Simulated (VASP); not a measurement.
HgTe, 2 atoms in the cell. The structure is cubic, space group F-43m (No. 216). Conventional cell: a = 6.447 Å, b = 6.447 Å, c = 6.447 Å, α = 90.00°, β = 90.00°, γ = 90.00°. Hg (site symmetry -43m) has 4 Te at 2.79 Å within 3.7 Å. Te (site symmetry -43m) has 4 Hg at 2.79 Å within 3.7 Å. 

* Program: VASP 6.6.1
* Task: electric field gradients
* Functional: PBE
* Potentials or basis: VASP PAW PBE potentials, release 64 (Hg, Te)
* Cutoff: 520 eV
* k mesh: 9 × 9 × 9
* Occupations: fermi-dirac, width 0.05 eV
* Spin: non-collinear spin, zero start, spin-orbit coupling
* Starting moments: [[0.0, 0.0, 0.0], [0.0, 0.0, 0.0]] μB
* Dipole correction: no
* Further INCAR settings: ALGO = Normal; EDIFF = 1e-08; NBANDS = 30

Potentials or basis: VASP PAW PBE potentials, release 64 (Hg, Te).

The run is started by

```sh
$ cat potpaw_PBE.64/Hg/POTCAR potpaw_PBE.64/Te/POTCAR > POTCAR
$ mpirun -np 1 vasp_ncl > vasp.out
```

Hardware: 1 thread of Intel Xeon 8259CL (shared host).

How long does it take, and how much memory?

It took 9.4 min on 1 thread of Intel Xeon 8259CL, on a shared host, peak memory 0.48 GiB. Counts: scf iterations 18, k points 55.
